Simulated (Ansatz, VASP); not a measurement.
**Two plane-wave programs on W2N3**

The input POSCAR:

```
W2N3
1.0
    2.5016804927     -4.3058397411      0.0000000000
    2.5016804927      4.3058397411      0.0000000000
   -1.6846897359      0.0000000000      5.0804825965
W N
4 6
Direct
    0.0063762900      0.6693099000      0.0090724000
    0.3225142000      0.3225142000      0.9842851500
    0.6693099000      0.0063762900      0.0090724000
    0.5081610000      0.5081610000      0.5213912300
    0.9061862100      0.9061862100      0.7498649500
    0.2550140300      0.5880159800      0.7471312300
    0.5880159800      0.2550140300      0.7471312300
    0.4195625400      0.7358704200      0.2505613500
    0.0963264300      0.0963264300      0.2529286900
    0.7358704200      0.4195625400      0.2505613500
```

Contents of INCAR.step1:

```
PREC = Accurate
ENCUT = 520
ISMEAR = 0
SIGMA = 0.1
LREAL = F
LASPH = T
NELM = 60
NBANDS = 54
GGA = PE
ALGO = Normal
EDIFF = 1E-4
LWAVE = T
LCHARG = F
```

Contents of INCAR.step2:

```
PREC = Accurate
ENCUT = 520
EDIFF = 1E-7
ISMEAR = 0
SIGMA = 0.1
LREAL = F
LASPH = T
NELM = 60
ALGO = Normal
ISIF = 2
LWAVE = F
LCHARG = F
METAGGA = R2SCAN
LMIXTAU = T
NBANDS = 54
ISTART = 1
```

Contents of KPOINTS:

```
regular mesh
0
Gamma
  4 4 4
```

Input for Ansatz:

```yaml
crystal:
  lattice:
    - [2.5016804927, -4.3058397411, 0.0]
    - [2.5016804927, 4.3058397411, 0.0]
    - [-1.6846897359, 0.0, 5.0804825965]
  atoms:
    - { symbol: W, position: [0.00637629, 0.6693099, 0.0090724] }
    - { symbol: W, position: [0.3225142, 0.3225142, 0.98428515] }
    - { symbol: W, position: [0.6693099, 0.00637629, 0.0090724] }
    - { symbol: W, position: [0.508161, 0.508161, 0.52139123] }
    - { symbol: "N", position: [0.90618621, 0.90618621, 0.74986495] }
    - { symbol: "N", position: [0.25501403, 0.58801598, 0.74713123] }
    - { symbol: "N", position: [0.58801598, 0.25501403, 0.74713123] }
    - { symbol: "N", position: [0.41956254, 0.73587042, 0.25056135] }
    - { symbol: "N", position: [0.09632643, 0.09632643, 0.25292869] }
    - { symbol: "N", position: [0.73587042, 0.41956254, 0.25056135] }
basis:
  ecutwfc: 500
kpoints:
  mp_grid: { grid: [4, 4, 4] }
hamiltonian:
  xc: r2scan
scf:
  occupations: { method: gaussian, width: 0.1 }
  lower_state_search: "off"
output:
  forces: true
  stress: true
  eigenvalues: true
```

Alike in both runs: task single point; functional r2SCAN; k mesh 4 × 4 × 4; occupations gaussian, width 0.1 eV; no spin polarisation.

```csv
,VASP,Ansatz
version,VASP 6.6.1,Ansatz 0.2.0
potentials or method,"VASP PAW PBE potentials, release 64 (W_sv, N), cutoff 520 eV","scalar-relativistic, plane waves, PAW"
valence electrons in the cell,86,86
```

```csv
,VASP,Ansatz,Ansatz less VASP
gap on the k mesh at the Fermi level (eV),none,none,-
pressure (GPa),-0.1,-2.6,-2.55
"traceless stress, the component that is largest in VASP (GPa)",-0.11,-0.02,+0.089
rms of the force components (eV/Å),0.011,0.063,+0.0525
```

VASP's potentials were made for PBE, not for r2SCAN. Atom by atom the forces differ by 0.063 eV/Å (rms over components). A gap of «none» marks a metal or a gap that the smearing closes. With one functional, cell and mesh, what is left measures potentials, basis and numerics.

The k mesh is coarse, so the values compare programs but aren't converged. Spin-orbit coupling is off throughout.
